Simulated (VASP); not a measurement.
**AlN: G0W0 quasiparticle levels with PBE**

Crystal: AlN.

```
Al N
1.0
     0.00000    2.18488    2.18488
     2.18488    0.00000    2.18488
     2.18488    2.18488    0.00000
Al N
1 1
Direct
  0.00000 0.00000 0.00000
  0.25000 0.25000 0.25000
```

| Property | Result |
| --- | --- |
| Program | VASP 6.6.1 |
| Task | G0W0 quasiparticle levels |
| Functional | PBE |
| Potentials or basis | VASP PAW PBE potentials, release 64 (Al_GW, N_GW) |
| Cutoff | 500 eV |
| k mesh | 6 × 6 × 6 |
| Occupations | gaussian, width 0.01 eV |
| Spin | no spin polarisation |
| Dipole correction | no |
| GW scheme | G0W0 |
| GW iterations | 1 |
| Cutoff of the response function | 80 |
| Frequency points | 48 |
| Empty bands | 33 |
| Further INCAR settings | ALGO = EVGW0; EDIFF = 1e-08; NBANDS = 37 |

```
Band gap on the k mesh, mean-field level : 3.31 eV, indirect (least direct gap 4.18 eV)
Quasiparticle gap                        : 4.36 eV
Least direct quasiparticle gap           : 5.53 eV
```

Levels at points of the mesh, in eV from the valence-band top:
```csv
k point,band 1,band 2,band 3,band 4,band 5,band 6,band 7,band 8
"(0.00, 0.00, 0.00)",-14.98,0.00,0.00,0.00,4.18,12.54,12.54,12.54
"(0.50, 0.00, 0.00)",-12.93,-5.86,-0.48,-0.48,7.36,9.85,11.13,11.13
"(0.50, 0.50, 0.00)",-12.30,-4.90,-1.78,-1.78,3.31,8.60,13.94,15.71
```

Wall time 93 s on 1 thread of AMD EPYC 9R45 96-Core Processor (Zen 5), with other jobs on the host, peak memory 0.22 GiB.

Caveat: bands, screening cutoff and mesh are small and nothing is extrapolated, so the quasiparticle values aren't converged. A k mesh can miss the band edges.
